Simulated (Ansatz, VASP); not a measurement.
Al2Ga: VASP beside Ansatz

```
Al Ga
1.0
     4.13500    0.00000    0.00000
     0.00000    4.13500    0.00000
     0.00000    0.00000    5.95281
Al Ga
4 2
Direct
  0.00000 0.50000 0.20300
  0.00000 0.50000 0.70300
  0.50000 0.00000 0.29700
  0.50000 0.00000 0.79700
  0.00000 0.00000 0.00000
  0.50000 0.50000 0.50000
```

Alike in both runs: task single point; functional PBE; k mesh 4 × 4 × 4; occupations gaussian, width 0.1 eV; no spin polarisation.

|  | VASP | Ansatz |
| --- | --- | --- |
| version | VASP 6.6.1 | Ansatz 0.2.0 |
| potentials or method | VASP PAW PBE potentials, release 64 (Al, Ga_d), cutoff 520 eV | scalar-relativistic, plane waves, PAW |
| valence electrons in the cell | 38 | 38 |

```csv
,VASP,Ansatz,Ansatz less VASP
gap on the k mesh at the Fermi level (eV),none,none,-
pressure (GPa),13.3,13.3,-0.01
"traceless stress, the component that is largest in VASP (GPa)",-5.03,-5.03,-0.001
rms of the force components (eV/Å),0.579,0.578,-0.0003
```

Atom by atom the forces differ by 0.000 eV/Å (rms over components). A gap of «none» marks a metal or a gap that the smearing closes.

The k mesh is coarse, so the values compare programs but aren't converged.
